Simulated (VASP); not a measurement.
A run of VASP 6.6.1 is set up as follows.

INCAR

```
SYSTEM = Sb
PREC = Accurate ; ENCUT = 520
EDIFF = 1E-6 ; ISMEAR = -1
SIGMA = 0.05 ; LREAL = .False.
LASPH = .True. ; NELM = 100
ALGO = Normal ; ISIF = 2
LWAVE = .False. ; LCHARG = .False.
GGA = RE ; NBANDS = 12
```

Contents of KPOINTS:

```
Automatic mesh
0
Gamma
  9 9 5
  0 0 0
```

Contents of POSCAR:

```
Sb
1.0
    3.3545324186      0.0000000000      0.0000000000
   -1.6772662093      2.9051102923      0.0000000000
    0.0000000000      0.0000000000      5.4701606500
Sb
2
Direct
    0.6666666667      0.3333333333      0.7500000000
    0.3333333333      0.6666666667      0.2500000000
```

Potentials or basis: VASP PAW PBE potentials, release 64 (Sb).

Run with:

```sh
$ cat potpaw_PBE.64/Sb/POTCAR > POTCAR
$ mpirun -np 1 vasp_std > vasp.out
```

Problem. What does it give for the pressure?

Solution. 2.2 GPa.

Problem. Predict the band gap on the k mesh.

Solution. Zero (band 5 reaches 12.91 eV, above the bottom of band 6 at 5.96 eV).

Stress tensor (GPa, compression positive):
```
2.32 0.00 0.00
0.00 2.32 0.00
0.00 0.00 2.07
```

Caveat: the PAW data sets were made with another functional, which shifts forces and pressure a little; spin-orbit coupling is left out, which moves the levels of the heavy elements.
